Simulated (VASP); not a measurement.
## Al3Cu: vibrations by perturbation theory with LDA

Crystal: Al3Cu.

```
Al Cu
1.0
     2.61321    0.00000    0.00000
     0.00000    2.61321    0.00000
     0.00000    0.00000    7.09005
Al Cu
3 1
Direct
  0.00000 0.00000 0.50000
  0.50000 0.50000 0.22684
  0.50000 0.50000 0.77316
  0.00000 0.00000 0.00000
```

- Program: VASP 6.6.1
- Task: vibrations by perturbation theory
- Functional: LDA
- Potentials or basis: VASP PAW LDA potentials, release 64 (Al, Cu)
- Cutoff: 520 eV
- k mesh: 16 × 16 × 6
- Occupations: fermi-dirac, width 0.15 eV
- Spin: no spin polarisation
- Dipole correction: no
- Further INCAR settings: ALGO = Fast; EDIFF = 1e-08; NBANDS = 18; IBRION = 8; NSW = 1

```yaml
Highest_phonon_frequency_at_Γ_LO-TO_splitting_left_out: 409 cm⁻¹
```

Phonon frequencies in cm⁻¹ (negative: imaginary):
```csv
q point,frequencies
"(0.000, 0.000, 0.000)",-1 -1 -1 164 164 231 231 267 287 287 335 409
```

Wall time 25 min on 1 thread of Intel Xeon 6975P-C, with other jobs on the host, peak memory 0.82 GiB.

Caveat: the cell wasn't relaxed at this level first, which shifts response properties.
